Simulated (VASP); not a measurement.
# BaTiO3 (P4mm) in VASP: a series of runs

BaTiO3 is run at these levels: r2SCAN, r2SCAN0; tasks: single point.

All numbers are computed with VASP 6.6.1; they aren't measurements. Logs are shortened: lines on timing, memory, paths and dates and some standing lists are left out, and cuts for length are marked.

## Step 1: The cell of the first run

Symmetry: P4mm, No. 99, tetragonal system. The conventional cell has a = 4.052 Å, b = 4.052 Å, c = 4.071 Å, α = 90.00°, β = 90.00°, γ = 90.00°. Within 3.7 Å of Ba (site symmetry 4mm) lie 12 O at 2.82 to 2.92 Å and 8 Ti at 3.49 to 3.54 Å. Within 2.5 Å of Ti (site symmetry 4mm) lie 6 O at 1.92 to 2.15 Å. O (site symmetry 2mm) has 2 Ti at 2.03 Å within 2.7 Å. O (site symmetry 4mm) has 2 Ti at 1.92 to 2.15 Å within 2.5 Å.

## Step 2: Single point, r2SCAN, non-collinear spin, zero start, spin-orbit coupling

File POSCAR:

```
BaTiO3
1.0
    4.0524349834      0.0000000000      0.0000000000
    0.0000000000      4.0524349834      0.0000000000
    0.0000000000      0.0000000000      4.0708744845
Ba Ti O
1 1 3
Direct
    0.0000000000      0.0000000000      0.0000000000
    0.5000000000      0.5000000000      0.4900000000
    0.0000000000      0.5000000000      0.5170000000
    0.5000000000      0.0000000000      0.5170000000
    0.5000000000      0.5000000000      0.0190000000
```

File INCAR.step1:

```
SYSTEM = BaTiO3
ALGO = Normal
EDIFF = 1E-4
ENCUT = 520
GGA = PE
GGA_COMPAT = .False.
ISMEAR = -1
LASPH = .True.
LCHARG = .False.
LMAXMIX = 4
LREAL = .False.
LSORBIT = .True.
LWAVE = .True.
MAGMOM = 0 0 0 0 0 0 0 0 0 0 0 0 0 0 0
NBANDS = 55
NELM = 150
PREC = Accurate
SIGMA = 0.05
```

File INCAR.step2:

```
SYSTEM = BaTiO3
ALGO = Normal
EDIFF = 1E-7
ENCUT = 520
GGA_COMPAT = .False.
ISIF = 2
ISMEAR = -1
ISTART = 1
LASPH = .True.
LCHARG = .False.
LMAXMIX = 4
LMIXTAU = .True.
LORBIT = 11
LORBMOM = .True.
LREAL = .False.
LSORBIT = .True.
LWAVE = .False.
MAGMOM = 0 0 0 0 0 0 0 0 0 0 0 0 0 0 0
METAGGA = R2SCAN
NBANDS = 55
NELM = 150
PREC = Accurate
SIGMA = 0.05
```

File KPOINTS:

```
k-points
0
Gamma
  7 7 7
  0 0 0
```

Potentials or basis: VASP PAW PBE potentials, release 64 (Ba_sv, Ti_sv, O).

On the command line:

```console
$ cat potpaw_PBE.64/Ba_sv/POTCAR potpaw_PBE.64/Ti_sv/POTCAR potpaw_PBE.64/O/POTCAR > POTCAR
$ cp INCAR.step1 INCAR
$ mpirun -np 1 vasp_ncl > vasp.out
$ cp INCAR.step2 INCAR
$ mpirun -np 1 vasp_ncl > vasp.out
```

OUTCAR:

```text
SYSTEM = BaTiO3
   EDIFF = 1E-7
   ENCUT = 520
   ISIF = 2
   ISMEAR = -1
   ISTART = 1
   LASPH = .True.
   LORBIT = 11
   LREAL = .False.
   LSORBIT = .True.
   METAGGA = R2SCAN
   NELM = 150
   PREC = Accurate

 ion  position               nearest neighbor table
   1  0.000  0.000  0.000-   3 2.82   4 2.82   3 2.82   4 2.82   5 2.87   5 2.87   5 2.87   5 2.87
                             4 2.92   3 2.92   4 2.92   3 2.92   2 3.49   2 3.49   2 3.49   2 3.49
   2  0.500  0.500  0.490-   5 1.92   4 2.03   3 2.03   4 2.03   3 2.03   5 2.15   1 3.49   1 3.49
                             1 3.49   1 3.49   1 3.54   1 3.54   1 3.54   1 3.54
   3  0.000  0.500  0.517-   2 2.03   2 2.03   1 2.82   1 2.82   1 2.92   1 2.92
   4  0.500  0.000  0.517-   2 2.03   2 2.03   1 2.82   1 2.82   1 2.92   1 2.92
   5  0.500  0.500  0.019-   2 1.92   2 2.15   1 2.87   1 2.87   1 2.87   1 2.87

  LATTYP: Found a simple tetragonal cell.
 ALAT       =     4.0524349834
 C/A-ratio  =     1.0045502275

  Lattice vectors:

 A1 = (   4.0524349834,   0.0000000000,   0.0000000000)
 A2 = (   0.0000000000,   4.0524349834,   0.0000000000)
 A3 = (   0.0000000000,   0.0000000000,   4.0708744845)

Analysis of symmetry for initial positions (statically):
=====================================================================
 Subroutine PRICEL returns:
 Original cell was already a primitive cell.

 Routine SETGRP: Setting up the symmetry group for a
 simple tetragonal supercell.

 Subroutine GETGRP returns: Found  8 space group operations
 (whereof  8 operations were pure point group operations)
 out of a pool of 16 trial point group operations.

The static configuration has the point symmetry C_4v.

Analysis of symmetry for dynamics (positions and initial velocities):
=====================================================================
 Subroutine PRICEL returns:
 Original cell was already a primitive cell.

 Routine SETGRP: Setting up the symmetry group for a
 simple tetragonal supercell.

 Subroutine GETGRP returns: Found  8 space group operations
 (whereof  8 operations were pure point group operations)
 out of a pool of 16 trial point group operations.

The dynamic configuration has the point symmetry C_4v.

Analysis of structural, dynamic, and magnetic symmetry:
=====================================================================
 Subroutine PRICEL returns:
 Original cell was already a primitive cell.

 Routine SETGRP: Setting up the symmetry group for a
 simple tetragonal supercell.

 Subroutine GETGRP returns: Found  8 space group operations
 (whereof  8 operations were pure point group operations)
 out of a pool of 16 trial point group operations.

The overall configuration has the point symmetry C_4v.

 Subroutine INISYM returns: Found  8 space group operations
 (whereof  8 operations are pure point group operations),
 and found     1 'primitive' translations

----------------------------------------------------------------------------------------

                                     Primitive cell

  volume of cell :      66.8528

  direct lattice vectors                    reciprocal lattice vectors
     4.052434983  0.000000000  0.000000000     0.246765217  0.000000000  0.000000000
     0.000000000  4.052434983  0.000000000     0.000000000  0.246765217  0.000000000
     0.000000000  0.000000000  4.070874485     0.000000000  0.000000000  0.245647466

  length of vectors
     4.052434983  4.052434983  4.070874485     0.246765217  0.246765217  0.245647466

  position of ions in fractional coordinates (direct lattice)
     0.000000000  0.000000000  0.000000000
     0.500000000  0.500000000  0.490000000
     0.000000000  0.500000000  0.517000000
     0.500000000  0.000000000  0.517000000
     0.500000000  0.500000000  0.019000000

  ion indices of the primitive-cell ions
   primitive index   ion index
                 1           1
                 2           2
                 3           3
                 4           4
                 5           5

----------------------------------------------------------------------------------------

 KPOINTS: k-points

Automatic generation of k-mesh.
 Grid dimensions read from file:
 generate k-points for:    7    7    7

 Generating k-lattice:

  Cartesian coordinates                     Fractional coordinates (reciprocal lattice)
     0.035252174  0.000000000  0.000000000     0.142857143  0.000000000  0.000000000
     0.000000000  0.035252174  0.000000000     0.000000000  0.142857143  0.000000000
     0.000000000  0.000000000  0.035092495     0.000000000  0.000000000  0.142857143
[... 84 lines left out ...]
   AEXX    =    0.0000 exact exchange contribution
   IVDW    =     0    specifies the selected vdW correction
   LEPSILON=     F    determine dielectric tensor
   LRPA    =     F    only Hartree local field effects (RPA)
  energy-cutoff  :      520.00
  volume of cell :       66.85
 maximum number of plane-waves:      3646
 NGX is ok and might be reduce to    30
   NGX = 15   NGY = 15   NGZ = 15

 number of electron      39.9999981 magnetization      -0.0000000     -0.0000000     -0.0000000

 number of electron      39.9999981 magnetization      -0.0000000     -0.0000000      0.0000000

 number of electron      39.9999981 magnetization       0.0000000      0.0000000      0.0000000

 number of electron      39.9999981 magnetization      -0.0000000      0.0000000      0.0000000

 Free energy of the ion-electron system (eV)
  ---------------------------------------------------
  ext. energy  EPLUGINS =         0.00000000
  ---------------------------------------------------
  free energy    TOTEN  =       -74.39786129 eV

  energy without entropy =      -74.39786129  energy(sigma->0) =      -74.39786129

 E-fermi :   4.3616     XC(G=0): -11.6797

 val. band max:        3.1585851142   @ k =   0.4286   0.4286   0.4286
 cond. band min:       5.3178492703   @ k =   0.0000   0.0000   0.0000
 fundamental gap:      2.1592641561
 Fermi energy:         4.3615941481

 k-point     1 :       0.0000    0.0000    0.0000
  band No.  band energies     occupation
      1     -55.7736      1.00000
      2     -55.7736      1.00000
      3     -31.3566      1.00000
      4     -31.3566      1.00000
      5     -30.7102      1.00000
      6     -30.7102      1.00000
[... 1309 lines left out ...]
     51      10.9977      0.00000
     52      11.0131      0.00000

 [... further k-points ...]

 [bands above 52 left out]

------------------------ aborting loop because EDIFF is reached ----------------------------------------

  FORCE on cell =-STRESS in cart. coord.  units (eV):
  Direction    XX          YY          ZZ          XY          YZ          ZX
  --------------------------------------------------------------------------------------
  -------------------------------------------------------------------------------------
  Total       -2.3584597     -2.3584597     -2.0255246      0.0000000      0.0000000      0.0000000
  in kB      -56.5222212    -56.5222212    -48.5431854      0.0000000      0.0000000      0.0000000
  external PRESSURE =     -53.8625426 kB  Pullay stress =       0.0000000 kB

 VOLUME and BASIS-vectors are now :
 -----------------------------------------------------------------------------
  energy-cutoff  :      520.00
  volume of cell :       66.85
      direct lattice vectors                 reciprocal lattice vectors
     4.052434983  0.000000000  0.000000000     0.246765217  0.000000000  0.000000000
     0.000000000  4.052434983  0.000000000     0.000000000  0.246765217  0.000000000
     0.000000000  0.000000000  4.070874485     0.000000000  0.000000000  0.245647466

 POSITION                                       TOTAL-FORCE (eV/Angst)
 -----------------------------------------------------------------------------------
      0.00000      0.00000      0.00000         0.000000      0.000000      0.046893
      2.02622      2.02622      1.99473        -0.000000     -0.000000     -0.267550
      0.00000      2.02622      2.10464        -0.000000     -0.000000     -0.160895
      2.02622      0.00000      2.10464        -0.000000     -0.000000     -0.160895
      2.02622      2.02622      0.07735        -0.000000      0.000000      0.542447
 -----------------------------------------------------------------------------------
    total drift:                                0.000000      0.000000      0.000188

  FREE ENERGIE OF THE ION-ELECTRON SYSTEM (eV)
  ---------------------------------------------------
  free  energy   TOTEN  =       -74.3978612927 eV

  energy  without entropy=      -74.3978612926  energy(sigma->0) =      -74.39786129

 orbital moment (x)

 # of ion     p       d       tot
 ----------------------------------------
  1        -0.000   0.000   0.000
  2        -0.000   0.000   0.000
  3        -0.000   0.000  -0.000
  4         0.000   0.000   0.000
  5        -0.000   0.000  -0.000
 ----------------------------------------
            0.000   0.000   0.000

 orbital moment (y)

 # of ion     p       d       tot
 ----------------------------------------
  1        -0.000  -0.000  -0.000
  2         0.000  -0.000  -0.000
  3         0.000   0.000   0.000
  4         0.000   0.000   0.000
  5        -0.000   0.000  -0.000
 ----------------------------------------
           -0.000  -0.000  -0.000

 orbital moment (z)

 # of ion     p       d       tot
 ----------------------------------------
  1         0.000   0.000   0.000
  2         0.000  -0.000  -0.000
  3         0.000   0.000   0.000
  4        -0.000   0.000  -0.000
  5         0.000   0.000   0.000
 ----------------------------------------
            0.000  -0.000   0.000

 Spin-Orbit-Coupling matrix elements

 Ion:    1  E_soc:     -0.3619325
 l=   1
     0.0000000    -0.0601919    -0.0601912
    -0.0601919     0.0000000    -0.0601919
    -0.0601912    -0.0601919     0.0000000
 l=   2
     0.0000000    -0.0000295     0.0000000    -0.0000295    -0.0001003
    -0.0000295     0.0000000    -0.0000755    -0.0000296    -0.0000256
     0.0000000    -0.0000755     0.0000000    -0.0000755     0.0000000
    -0.0000295    -0.0000296    -0.0000755     0.0000000    -0.0000256
    -0.0001003    -0.0000256     0.0000000    -0.0000256     0.0000000
 l=   3
     0.0000000     0.0000000     0.0000000     0.0000000     0.0000000     0.0000000     0.0000000
     0.0000000     0.0000000     0.0000000     0.0000000     0.0000000     0.0000000     0.0000000
     0.0000000     0.0000000     0.0000000     0.0000000     0.0000000     0.0000000     0.0000000
     0.0000000     0.0000000     0.0000000     0.0000000     0.0000000     0.0000000     0.0000000
[... 69 lines left out ...]
 l=   2
     0.0000000     0.0000000     0.0000000     0.0000000     0.0000000
     0.0000000     0.0000000     0.0000000     0.0000000     0.0000000
     0.0000000     0.0000000     0.0000000     0.0000000     0.0000000
     0.0000000     0.0000000     0.0000000     0.0000000     0.0000000
     0.0000000     0.0000000     0.0000000     0.0000000     0.0000000
 l=   3
     0.0000000     0.0000000     0.0000000     0.0000000     0.0000000     0.0000000     0.0000000
     0.0000000     0.0000000     0.0000000     0.0000000     0.0000000     0.0000000     0.0000000
     0.0000000     0.0000000     0.0000000     0.0000000     0.0000000     0.0000000     0.0000000
     0.0000000     0.0000000     0.0000000     0.0000000     0.0000000     0.0000000     0.0000000
     0.0000000     0.0000000     0.0000000     0.0000000     0.0000000     0.0000000     0.0000000
     0.0000000     0.0000000     0.0000000     0.0000000     0.0000000     0.0000000     0.0000000
     0.0000000     0.0000000     0.0000000     0.0000000     0.0000000     0.0000000     0.0000000

 total charge

# of ion       s       p       d       tot
------------------------------------------
    1        2.015   5.661   0.281   7.957
    2        2.198   6.245   1.612  10.054
    3        1.565   3.479   0.000   5.044
    4        1.565   3.479   0.000   5.044
    5        1.568   3.479   0.000   5.047
--------------------------------------------------
tot          8.912  22.342   1.892  33.147

 magnetization (x)

# of ion       s       p       d       tot
------------------------------------------
    1        0.000   0.000  -0.000  -0.000
    2        0.000  -0.000   0.000   0.000
    3        0.000   0.000   0.000   0.000
    4        0.000   0.000   0.000   0.000
    5        0.000   0.000   0.000   0.000
--------------------------------------------------
tot          0.000   0.000   0.000   0.000

 magnetization (y)

# of ion       s       p       d       tot
------------------------------------------
    1        0.000   0.000   0.000   0.000
    2        0.000   0.000   0.000   0.000
    3        0.000   0.000   0.000   0.000
    4        0.000   0.000   0.000   0.000
    5        0.000   0.000   0.000   0.000
--------------------------------------------------
tot          0.000   0.000   0.000   0.000

 magnetization (z)

# of ion       s       p       d       tot
------------------------------------------
    1        0.000  -0.000   0.000   0.000
    2       -0.000   0.000   0.000  -0.000
    3        0.000  -0.000   0.000  -0.000
    4        0.000  -0.000   0.000  -0.000
    5        0.000   0.000   0.000   0.000
--------------------------------------------------
tot         -0.000  -0.000   0.000  -0.000
```

Wall time 56 min (1 thread of Oxide Virtual Turin-like, shared host); peak memory 0.55 GiB.

What came out:

```
Free energy                                           : -74.3979 eV
Pressure                                              : -5.4 GPa
Largest force                                         : 0.542 eV/Å
Net moment                                            : 0.00 μB per cell
Valence electrons inside the program's atomic spheres : Ba 7.96; Ti 10.05; O 5.04, 5.05 (each value once)
```

Forces in eV/Å, atoms in the order of the input:
```
Ba   0.000  0.000  0.047
Ti   0.000  0.000 -0.268
O    0.000  0.000 -0.161
O    0.000  0.000 -0.161
O    0.000  0.000  0.542
```

Moments on the atoms (μB; x, y, z):
```
Ba  0.00 0.00 0.00
Ti  0.00 0.00 0.00
O   0.00 0.00 0.00
O   0.00 0.00 0.00
O   0.00 0.00 0.00
```

Caveat: the cell stands under tension; the PAW data sets were made with another functional, which shifts forces and pressure a little.

## Step 3: Single point, r2SCAN, non-collinear spin, zero start, spin-orbit coupling

This run uses another cell than the first one, of 12.60 Å³/atom.

Changes to POSCAR since step 2:

```diff
@@ -2,5 +2,5 @@
 1.0
-    4.0524349834      0.0000000000      0.0000000000
-    0.0000000000      4.0524349834      0.0000000000
-    0.0000000000      0.0000000000      4.0708744845
+    3.9729548958      0.0000000000      0.0000000000
+    0.0000000000      3.9729548958      0.0000000000
+    0.0000000000      0.0000000000      3.9910327445
 Ba Ti O
```

File INCAR.step1:

```
  PREC = Accurate
  ENCUT = 520
  ISMEAR = -1
  SIGMA = 0.05
  LREAL = F
  LASPH = T
  NELM = 150
  MAGMOM = 0 0 0 0 0 0 0 0 0 0 0 0 0 0 0
  LSORBIT = T
  GGA_COMPAT = F
  LMAXMIX = 4
  NBANDS = 55
  GGA = PE
  ALGO = Normal
  EDIFF = 1E-4
  LWAVE = T
  LCHARG = F
```

File INCAR.step2:

```
  PREC = Accurate
  ENCUT = 520
  EDIFF = 1E-6
  ISMEAR = -1
  SIGMA = 0.05
  LREAL = F
  LASPH = T
  NELM = 150
  ALGO = Normal
  ISIF = 2
  LWAVE = F
  LCHARG = F
  MAGMOM = 0 0 0 0 0 0 0 0 0 0 0 0 0 0 0
  LORBIT = 11
  LSORBIT = T
  GGA_COMPAT = F
  LORBMOM = T
  LMAXMIX = 4
  METAGGA = R2SCAN
  LMIXTAU = T
  NBANDS = 55
  ISTART = 1
```

File KPOINTS:

```
regular mesh
0
Gamma
  7 7 7
```

Potentials or basis: VASP PAW PBE potentials, release 64 (Ba_sv, Ti_sv, O).

On the command line:

```console
$ cat potpaw_PBE.64/Ba_sv/POTCAR potpaw_PBE.64/Ti_sv/POTCAR potpaw_PBE.64/O/POTCAR > POTCAR
$ cp INCAR.step1 INCAR
$ mpirun -np 1 vasp_ncl > vasp.out
$ cp INCAR.step2 INCAR
$ mpirun -np 1 vasp_ncl > vasp.out
```

It took 66 min on 1 thread of Oxide Virtual Turin-like, shared host; peak memory 0.53 GiB.

It converged, with:

```
Free energy                                           : -74.4038 eV
Pressure                                              : 5.0 GPa
Largest force                                         : 0.169 eV/Å
Net moment                                            : 0.00 μB per cell
Valence electrons inside the program's atomic spheres : Ba 8.01; Ti 10.17; O 5.08
```

Forces in eV/Å, atoms in the order of the input:
```
Ba   0.000  0.000  0.108
Ti   0.000  0.000  0.023
O    0.000  0.000 -0.150
O    0.000  0.000 -0.150
O    0.000  0.000  0.169
```

Stress tensor (GPa, compression positive):
```
4.61 0.00 0.00
0.00 4.61 0.00
0.00 0.00 5.64
```

Moments on the atoms (μB; x, y, z):
```
Ba  0.00 0.00 0.00
Ti  0.00 0.00 0.00
O   0.00 0.00 0.00
O   0.00 0.00 0.00
O   0.00 0.00 0.00
```

Caveat: the cell stands under pressure; the PAW data sets were made with another functional, which shifts forces and pressure a little.

[end of part 1 of 2]
